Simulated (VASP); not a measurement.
Wanted: the native input for a VASP 6.6.1 run.

| Item | Value |
| --- | --- |
| Task | single point |
| Functional | LDA |
| Potentials or basis | VASP PAW LDA potentials, release 64 (Ir) |
| Cutoff | 520 eV |
| k mesh | 16 × 16 × 12 |
| Occupations | gaussian, width 0.15 eV |
| Spin | no spin polarisation |
| Dipole correction | no |
| Further INCAR settings | ALGO = Fast; EDIFF = 1e-06; NBANDS = 16 |

The structure of Ir lies in POSCAR:

```
Ir
1.0
    0.0000000000     -1.9054060557     -1.9054060557
    0.0000000000      1.9054060557     -1.9054060557
    3.8108121114      0.0000000000      0.0000000000
Ir
2
Direct
    0.5050382962      0.4949617038      0.4887687982
   -0.0050382962      0.0050382962      0.0112312018
```

This cell differs from its parent crystal: atoms displaced along a vibrational mode.

One way to write it, as run:

INCAR

```
SYSTEM = Ir
PREC = Accurate
ENCUT = 520
EDIFF = 1E-6
ISMEAR = 0
SIGMA = 0.15
LREAL = .FALSE.
LASPH = .TRUE.
NELM = 60
ALGO = Fast
ISIF = 2
LWAVE = .FALSE.
LCHARG = .FALSE.
NBANDS = 16
```

KPOINTS

```
Automatic mesh
0
G
  16 16 12
  0 0 0
```

Potentials or basis: VASP PAW LDA potentials, release 64 (Ir).

Launch:

```bash
$ cat potpaw_LDA.64/Ir/POTCAR > POTCAR
$ mpirun -np 1 vasp_std > vasp.out
```

It gave:

```json
{
 "Pressure": "4.6 GPa",
 "Largest force": "1.262 eV/Å",
 "Band gap on the k mesh": "zero (bands 9 and 10 overlap by 3.19 eV)"
}
```

Caveat: the cell differs from its parent crystal (atoms displaced along a vibrational mode); the cell stands under pressure; spin-orbit coupling is left out, which moves the levels of the heavy elements; forces of over 1 eV/Å act on the atoms, so gaps and moduli don't describe the material at rest.

Run time: 7.5 min on 1 thread of Intel Xeon 8259CL, with other jobs on the host, peak memory 0.4 GiB.
